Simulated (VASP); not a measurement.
PbS: electric field gradients with LDA

Crystal: PbS.

```
Pb S
1.0
     0.00000    3.02430    2.96500
     3.02430    0.00000    2.96500
     3.02430    3.02430    0.00000
Pb S
1 1
Direct
  0.00000 0.00000 0.00000
  0.50000 0.50000 0.50000
```

This cell differs from its parent crystal: equal xx and yy strain of +2 %.

```yaml
Program: VASP 6.6.1
Task: electric field gradients
Functional: LDA
Potentials_or_basis: VASP PAW LDA potentials, release 64 (Pb_d, S)
Cutoff: 400 eV
k_mesh: 7 × 7 × 7
Occupations: fermi-dirac, width 0.01 eV
Spin: no spin polarisation
Dipole_correction: no
Further_INCAR_settings: ALGO = Normal; EDIFF = 1e-08; NBANDS = 17
```

| Item | Value |
| --- | --- |
| Pressure | -4.4 GPa |
| Band gap on the k mesh | 0.90 eV |
| Largest electric field gradient by atom | Pb -57.0; S -2.4 V/Å² |

Stress tensor (GPa, compression positive):
```
-5.12  0.00  0.00
 0.00 -5.12  0.00
 0.00  0.00 -3.11
```

Levels at points of the mesh, in eV from the valence-band top:
```tsv
k point	band 8	band 9	band 10	band 11	band 12	band 13
(0.00, 0.00, 0.00)	-1.80	-1.64	-1.64	5.10	5.10	5.53
```

Electric field gradients, principal values (V/Å²):
```tsv
atom	least	middle	greatest (by size)
1 Pb	28.512	28.512	-57.024
2 S	1.176	1.176	-2.352
```

Wall time 53 s on 1 thread of Intel Xeon 8259CL (shared host), peak memory 0.15 GiB.

Caveat: the cell differs from its parent crystal (equal xx and yy strain of +2 %); the cell stands under tension; without QUAD_EFG the Cq values of the log hold for a quadrupole moment of 1 mb, not for the nuclei; spin-orbit coupling is left out, which moves the levels of the heavy elements. A k mesh can miss the band edges.
